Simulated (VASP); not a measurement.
# HfMg3 (I4/mmm) in VASP: further runs

The runs below take HfMg3 through single point, with PBE.

Program: VASP 6.6.1. These are calculated values, not measurements. Logs are shortened: lines on timing, memory, paths and dates and some standing lists are left out, and cuts for length are marked.

## Step 1: The cell of the first run

The structure is tetragonal, space group I4/mmm (No. 139). The conventional cell has a = 4.482 Å, b = 4.482 Å, c = 9.029 Å, α = 90.00°, β = 90.00°, γ = 90.00°. Mg (site symmetry 4/mmm) has 4 Hf at 3.17 Å and 8 Mg at 3.18 Å within 4.2 Å. Mg (site symmetry -4m2) has 8 Mg at 3.17 to 3.18 Å and 4 Hf at 3.18 Å within 4.2 Å. Within 4.2 Å of Hf (site symmetry 4/mmm) lie 12 Mg at 3.17 to 3.18 Å.

## Step 2: Single point, PBE

INCAR reads:

```
SYSTEM = HfMg3
PREC = Accurate
ENCUT = 520
EDIFF = 1E-7
ISMEAR = 1
SIGMA = 0.1
LREAL = .FALSE.
LASPH = .TRUE.
NELM = 100
ALGO = Normal
ISIF = 2
LWAVE = .FALSE.
LCHARG = .FALSE.
GGA = PE
NBANDS = 16
```

KPOINTS reads:

```
Automatic mesh
0
G
  7 7 7
  0 0 0
```

POSCAR reads:

```
HfMg3
1.0
   -2.2410974893      2.2410974893      4.5143203357
    2.2410974893     -2.2410974893      4.5143203357
    2.2410974893      2.2410974893     -4.5143203357
Mg Hf
3 1
Direct
    0.5000000000      0.5000000000      0.0000000000
    0.2500000000      0.7500000000      0.5000000000
    0.7500000000      0.2500000000      0.5000000000
    0.0000000000      0.0000000000      0.0000000000
```

Potentials or basis: VASP PAW PBE potentials, release 64 (Mg, Hf_pv).

The run is started by

```bash
$ cat potpaw_PBE.64/Mg/POTCAR potpaw_PBE.64/Hf_pv/POTCAR > POTCAR
$ mpirun -np 1 vasp_std > vasp.out
```

OUTCAR:

```text
SYSTEM = HfMg3
   PREC = Accurate
   ENCUT = 520
   EDIFF = 1E-7
   ISMEAR = 1
   LREAL = .FALSE.
   LASPH = .TRUE.
   NELM = 100
   ISIF = 2
   GGA = PE

 ion  position               nearest neighbor table
   1  0.500  0.500  0.000-   4 3.17   4 3.17   4 3.17   4 3.17   3 3.18   2 3.18   3 3.18   2 3.18
                             2 3.18   2 3.18   3 3.18   3 3.18
   2  0.250  0.750  0.500-   3 3.17   3 3.17   3 3.17   3 3.17   4 3.18   1 3.18   4 3.18   1 3.18
                             4 3.18   4 3.18   1 3.18   1 3.18
   3  0.750  0.250  0.500-   2 3.17   2 3.17   2 3.17   2 3.17   4 3.18   1 3.18   4 3.18   1 3.18
                             1 3.18   1 3.18   4 3.18   4 3.18
   4  0.000  0.000  0.000-   1 3.17   1 3.17   1 3.17   1 3.17   3 3.18   2 3.18   3 3.18   2 3.18
                             3 3.18   3 3.18   2 3.18   2 3.18

  LATTYP: Found a body centered tetragonal cell.
 ALAT       =     4.4821949786
 C/A-ratio  =     2.0143346540

  Lattice vectors:

 A1 = (  -2.2410974893,   2.2410974893,   4.5143203357)
 A2 = (   2.2410974893,  -2.2410974893,   4.5143203357)
 A3 = (   2.2410974893,   2.2410974893,  -4.5143203357)

Analysis of symmetry for initial positions (statically):
=====================================================================
 Subroutine PRICEL returns:
 Original cell was already a primitive cell.

 Routine SETGRP: Setting up the symmetry group for a
 body centered tetragonal supercell.

 Subroutine GETGRP returns: Found 16 space group operations
 (whereof 16 operations were pure point group operations)
 out of a pool of 16 trial point group operations.

The static configuration has the point symmetry D_4h.

Analysis of symmetry for dynamics (positions and initial velocities):
=====================================================================
 Subroutine PRICEL returns:
 Original cell was already a primitive cell.

 Routine SETGRP: Setting up the symmetry group for a
 body centered tetragonal supercell.

 Subroutine GETGRP returns: Found 16 space group operations
 (whereof 16 operations were pure point group operations)
 out of a pool of 16 trial point group operations.

The dynamic configuration has the point symmetry D_4h.

 Subroutine INISYM returns: Found 16 space group operations
 (whereof 16 operations are pure point group operations),
 and found     1 'primitive' translations

----------------------------------------------------------------------------------------

                                     Primitive cell

  volume of cell :      90.6930

  direct lattice vectors                    reciprocal lattice vectors
    -2.241097489  2.241097489  4.514320336     0.000000000  0.223104975  0.110758644
     2.241097489 -2.241097489  4.514320336     0.223104975  0.000000000  0.110758644
     2.241097489  2.241097489 -4.514320336     0.223104975  0.223104975  0.000000000

  length of vectors
     5.515806741  5.515806741  5.515806741     0.249084940  0.249084940  0.315518082

  position of ions in fractional coordinates (direct lattice)
     0.500000000  0.500000000  0.000000000
     0.250000000  0.750000000  0.500000000
     0.750000000  0.250000000  0.500000000
     0.000000000  0.000000000  0.000000000

  ion indices of the primitive-cell ions
   primitive index   ion index
                 1           1
                 2           2
                 3           3
                 4           4

----------------------------------------------------------------------------------------

 KPOINTS: Automatic mesh

Automatic generation of k-mesh.
 Grid dimensions read from file:
 generate k-points for:    7    7    7

 Generating k-lattice:

  Cartesian coordinates                     Fractional coordinates (reciprocal lattice)
     0.000000000  0.031872139  0.015822663     0.142857143 -0.000000000  0.000000000
     0.031872139  0.000000000  0.015822663    -0.000000000  0.142857143  0.000000000
     0.031872139  0.031872139  0.000000000     0.000000000  0.000000000  0.142857143

  Length of vectors
     0.035583563  0.035583563  0.045074012

  Shift w.r.t. Gamma in fractional coordinates (k-lattice)
     0.000000000  0.000000000  0.000000000

 Subroutine IBZKPT returns following result:
 ===========================================

 Found     40 irreducible k-points:

 Following reciprocal coordinates:
            Coordinates               Weight
  0.000000  0.000000  0.000000      1.000000
  0.142857  0.000000 -0.000000      8.000000
  0.285714  0.000000  0.000000      8.000000
  0.428571  0.000000 -0.000000      8.000000
  0.142857  0.142857 -0.000000      8.000000
  0.285714  0.142857  0.000000     16.000000
[... 16 lines left out ...]
 -0.142857  0.285714  0.142857      8.000000
 -0.428571  0.428571  0.142857      8.000000
 [... further k-points ...]
   k-points           NKPTS =     40   k-points in BZ     NKDIM =     40   number of bands    NBANDS=     16
   number of dos      NEDOS =    301   number of ions     NIONS =      4
   total plane-waves  NPLWV =  74088
   dimension x,y,z NGX =    42 NGY =   42 NGZ =   42
   dimension x,y,z NGXF=    84 NGYF=   84 NGZF=   84
   ions per type =               3   1
   NGX,Y,Z   is equivalent  to a cutoff of  12.66, 12.66, 12.66 a.u.
   NGXF,Y,Z  is equivalent  to a cutoff of  25.32, 25.32, 25.32 a.u.
 SYSTEM =  HfMg3
   PREC   = accura    normal or accurate (medium, high low for compatibility)
   ISTART =      0    job   : 0-new  1-cont  2-samecut
   ICHARG =      2    charge: 1-file 2-atom 10-const
   ISPIN  =      1    spin polarized calculation?
   LNONCOLLINEAR =      F non collinear calculations
   LSORBIT =      F    spin-orbit coupling
   LASPH  =      T    aspherical Exc in radial PAW
   ENCUT  =  520.0 eV  38.22 Ry    6.18 a.u.  10.26 10.26 10.26*2*pi/ulx,y,z
   NELM   =    100;   NELMIN=  2; NELMDL= -5     # of ELM steps
   EDIFF  = 0.1E-06   stopping-criterion for ELM
   LREAL  =      F    real-space projection
   EDIFFG = 0.1E-05   stopping-criterion for IOM
   NSW    =      0    number of steps for IOM
   IBRION =     -1    ionic relax: 0-MD 1-quasi-New 2-CG
   NFREE  =      0    steps in history (QN), initial steepest desc. (CG)
   ISIF   =      2    stress and relaxation
   ISYM   =      2    0-nonsym 1-usesym 2-fastsym
   POTIM  = 0.5000    time-step for ionic-motion
   TEBEG  =    0.0;   TEEND  =   0.0 temperature during run
   PSTRESS=    0.0 pullay stress
   NELECT =      16.0000    total number of electrons
   NUPDOWN=      -1.0000    fix difference up-down
   EMIN   =  10.00;   EMAX   =-10.00  energy-range for DOS
   EFERMI =   0.00;   METHOD = LEGACY
   ISMEAR =     1;   SIGMA  =   0.10  broadening in eV -4-tet -1-fermi 0-gaus
   EFERMI_NEDOS =   21; number of points for ismear=-14 and -15
   IALGO  =     38    algorithm
   IMIX   =      4    mixing-type and parameters
     AMIX     =   0.40;   BMIX     =  1.00
     AMIX_MAG =   1.60;   BMIX_MAG =  1.00
  volume/ion in A,a.u.               =      22.67       153.01
  Fermi-wavevector in a.u.,A,eV,Ry     =   0.918171  1.735091 11.470226  0.843038
  Thomas-Fermi vector in A             =   2.043223
   LORBIT       =      0    0 simple, 1 ext, 2 COOP (PROOUT), +10 PAW based schemes
   GGA     = PE    functional components
   LHFCALC =     F    Hartree Fock is set to
   AEXX    =    0.0000 exact exchange contribution
   IVDW    =     0    specifies the selected vdW correction
   LEPSILON=     F    determine dielectric tensor
   LRPA    =     F    only Hartree local field effects (RPA)
 non-spin polarized calculation
 Methfessel and Paxton  Order N= 1 SIGMA  =   0.10
  energy-cutoff  :      520.00
  volume of cell :       90.69
 maximum number of plane-waves:      2469
 NGX is ok and might be reduce to    42
   NGX = 21   NGY = 21   NGZ = 21

 number of electron      16.0000000 magnetization

 Free energy of the ion-electron system (eV)
  ---------------------------------------------------
  ext. energy  EPLUGINS =         0.00000000
  ---------------------------------------------------
  free energy    TOTEN  =       -13.43818999 eV

  energy without entropy =      -13.43544568  energy(sigma->0) =      -13.43727522

 E-fermi :   2.9093     XC(G=0):  -9.2448

 val. band max:        2.9018372131   @ k =   0.1429   0.1429   0.1429
 cond. band min:       2.9126258130   @ k =  -0.4286  -0.4286   0.4286
 fundamental gap:      0.0107885999
 Fermi energy:         2.9093066192

 k-point     1 :       0.0000    0.0000    0.0000
  band No.  band energies     occupation
      1     -28.3278      2.00000
      2     -28.2585      2.00000
      3     -28.2585      2.00000
      4      -3.8619      2.00000
      5       2.0651      2.00000
      6       2.2147      2.00000
[... 8 lines left out ...]
     15       7.3662      0.00000
     16       8.4650      0.00000

 k-point     2 :       0.1429    0.0000   -0.0000
  band No.  band energies     occupation
      1     -28.3278      2.00000
      2     -28.2602      2.00000
      3     -28.2584      2.00000
      4      -3.6500      2.00000
      5       1.7450      2.00000
      6       2.0044      2.00000
[... 8 lines left out ...]
     15       7.9344      0.00000
     16       8.4114      0.00000

 k-point     3 :       0.2857    0.0000    0.0000
  band No.  band energies     occupation
      1     -28.3278      2.00000
      2     -28.2640      2.00000
      3     -28.2582      2.00000
      4      -3.0285      2.00000
      5       0.6642      2.00000
      6       1.5003      2.00000
[... 8 lines left out ...]
     15       8.5047      0.00000
     16       8.5341      0.00000

 k-point     4 :       0.4286    0.0000   -0.0000
  band No.  band energies     occupation
      1     -28.3278      2.00000
      2     -28.2671      2.00000
      3     -28.2581      2.00000
      4      -2.0566      2.00000
      5      -0.6886      2.00000
      6       1.1520      2.00000
[... 8 lines left out ...]
     15       8.7812      0.00000
     16       8.9716      0.00000

 k-point     5 :       0.1429    0.1429   -0.0000
  band No.  band energies     occupation
      1     -28.3279      2.00000
      2     -28.2602      2.00000
      3     -28.2600      2.00000
      4      -3.3572      2.00000
      5       1.3269      2.00000
      6       1.7361      2.00000
[... 8 lines left out ...]
     15       7.8042      0.00000
     16       8.7555      0.00000

 k-point     6 :       0.2857    0.1429    0.0000
  band No.  band energies     occupation
      1     -28.3279      2.00000
      2     -28.2639      2.00000
      3     -28.2599      2.00000
      4      -2.6645      2.00000
      5       0.5364      2.00000
      6       1.1590      2.00000
[... 8 lines left out ...]
     15       8.1261      0.00000
     16       8.9607      0.00000
[... 267 lines left out ...]
 k-point    21 :       0.4286    0.2857    0.1429
  band No.  band energies     occupation
      1     -28.3271      2.00000
      2     -28.2664      2.00000
      3     -28.2660      2.00000
      4      -0.9064      2.00000
      5       0.5237      2.00000
      6       0.6486      2.00000
[... 8 lines left out ...]
     15       7.7830      0.00000
     16       8.1977      0.00000

 k-point    22 :      -0.2857    0.2857    0.1429
  band No.  band energies     occupation
      1     -28.3276      2.00000
      2     -28.2669      2.00000
      3     -28.2597      2.00000
      4      -2.2243      2.00000
      5       0.2262      2.00000
      6       0.6918      2.00000
[... 8 lines left out ...]
     15       8.0503      0.00000
     16       8.0592      0.00000

 k-point    23 :      -0.1429    0.2857    0.1429
  band No.  band energies     occupation
      1     -28.3277      2.00000
      2     -28.2671      2.00000
      3     -28.2580      2.00000
      4      -2.3471      2.00000
      5      -0.1003      2.00000
      6       0.7878      2.00000
[... 8 lines left out ...]
     15       7.8638      0.00000
     16       8.1577      0.00000

 k-point    24 :      -0.4286    0.4286    0.1429
  band No.  band energies     occupation
      1     -28.3275      2.00000
      2     -28.2665      2.00000
      3     -28.2633      2.00000
      4      -0.7449      2.00000
      5      -0.2031      2.00000
      6       0.1066      2.00000
[... 8 lines left out ...]
     15       8.3303      0.00000
     16       8.7646      0.00000

 [... further k-points ...]
[... 5 lines left out ...]
  --------------------------------------------------------------------------------------
  -------------------------------------------------------------------------------------
  Total       -0.3521608     -0.3521608     -1.2793669      0.0000000     -0.0000000      0.0000000
  in kB       -6.2212506     -6.2212506    -22.6012180      0.0000000     -0.0000000      0.0000000
  external PRESSURE =     -11.6812398 kB  Pullay stress =       0.0000000 kB

 VOLUME and BASIS-vectors are now :
 -----------------------------------------------------------------------------
  energy-cutoff  :      520.00
  volume of cell :       90.69
      direct lattice vectors                 reciprocal lattice vectors
    -2.241097489  2.241097489  4.514320336     0.000000000  0.223104975  0.110758644
     2.241097489 -2.241097489  4.514320336     0.223104975  0.000000000  0.110758644
     2.241097489  2.241097489 -4.514320336     0.223104975  0.223104975  0.000000000

 POSITION                                       TOTAL-FORCE (eV/Angst)
 -----------------------------------------------------------------------------------
      0.00000      0.00000      4.51432        -0.000000      0.000000      0.000000
      2.24110     -0.00000      2.25716         0.000000      0.000000     -0.000000
     -0.00000      2.24110      2.25716         0.000000     -0.000000     -0.000000
      0.00000      0.00000      0.00000        -0.000000      0.000000      0.000000
 -----------------------------------------------------------------------------------
    total drift:                               -0.000000     -0.000000     -0.000000

  FREE ENERGIE OF THE ION-ELECTRON SYSTEM (eV)
  ---------------------------------------------------
  free  energy   TOTEN  =       -13.4381899860 eV

  energy  without entropy=      -13.4354456788  energy(sigma->0) =      -13.43727522
```

Run time: 88 s. Hardware: 1 thread of Intel Xeon Platinum 8259CL at 2.50GHz (Skylake/Cascade Lake), shared host; peak memory 0.27 GiB.

What came out:

| Item | Value |
| --- | --- |
| Free energy | -13.4382 eV |
| Pressure | -1.2 GPa |
| Band gap on the k mesh | zero (band 8 reaches 3.53 eV, above the bottom of band 9 at 2.06 eV) |

Levels at points of the mesh, in eV from the Fermi level:
| k point | band 4 | band 5 | band 6 | band 7 | band 8 | band 9 | band 10 | band 11 | band 12 | band 13 |
| --- | --- | --- | --- | --- | --- | --- | --- | --- | --- | --- |
| (0.00, 0.00, 0.00) | -6.77 | -0.84 | -0.69 | -0.31 | -0.31 | 0.44 | 1.20 | 2.59 | 2.59 | 2.84 |

Caveat: spin-orbit coupling is left out, which moves the levels of the heavy elements.

(Continued in part 2 of 2.)
